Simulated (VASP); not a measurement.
Input of a VASP 6.6.1 run:

Contents of INCAR:

```
PREC = Accurate ; ENCUT = 520
EDIFF = 1E-6 ; ISMEAR = 0
SIGMA = 0.15 ; LREAL = F
LASPH = T ; NELM = 100
ALGO = Normal ; ISIF = 2
LWAVE = F ; LCHARG = F
GGA = PS ; NBANDS = 10
```

File KPOINTS:

```
regular mesh
0
Gamma
  20 20 20
```

Contents of POSCAR:

```
Re
1.0
    0.0000000000      1.9750000000      1.8762500000
    1.9750000000      0.0000000000      1.8762500000
    1.9750000000      1.9750000000      0.0000000000
Re
1
Direct
    0.0000000000      0.0000000000      0.0000000000
```

Potentials or basis: VASP PAW PBE potentials, release 64 (Re).

Command:

```bash
$ cat potpaw_PBE.64/Re/POTCAR > POTCAR
$ mpirun -np 1 vasp_std > vasp.out
```

(1) What does it give for the pressure?

(2) Predict the band gap on the k mesh.

Answers

(1) -0.6 GPa.

(2) zero (an odd number of electrons rules out a gap without spin polarisation).

Caveat: the cell differs from its parent crystal (strain +0.000 along x and y, -0.050 along z); the PAW data sets were made with another functional, which shifts forces and pressure a little; spin-orbit coupling is left out, which moves the levels of the heavy elements.
